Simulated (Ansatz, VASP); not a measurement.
# One calculation of Ag, two programs

```
Ag
1.0
     2.91033    0.00000    0.00000
    -1.45517    2.52042    0.00000
     0.00000    0.00000    4.75785
Ag
2
Direct
  0.33333 0.66667 0.25000
  0.66667 0.33333 0.75000
```

Change from the starting cell: volume scaled by 0.98, PAW files.

Alike in both runs: task electric field gradients; functional LDA; k mesh 14 × 14 × 8; occupations fermi-dirac, width 0.05 eV; no spin polarisation.

|  | VASP | Ansatz |
| --- | --- | --- |
| version | VASP 6.6.1 | Ansatz 0.2.0 |
| potentials or method | VASP PAW LDA potentials, release 64 (Ag) | PAW with Ansatz's default frozen-core files, scalar-relativistic |
| plane-wave cutoff (eV) | 520 | 420 |
| valence electrons in the cell | 22 | 38 |

VASP gave:

- pressure (GPa): -8.9
- traceless stress, the component that is largest in VASP (GPa): -0.24
- size of Vzz on the site where it differs most (V/Å²): 4.0

Q: Estimate Ansatz's values.

A: Pressure (GPa): -9.0; traceless stress, the component that is largest in VASP (GPa): -0.24; size of Vzz on the site where it differs most (V/Å²): 4.3.

LDA's correlation is that of Perdew and Zunger in VASP and of Perdew and Wang (1992) in Ansatz. VASP's potentials hold 22 valence electrons a cell and Ansatz's 38, so a difference there can come from the potentials and not from the codes.
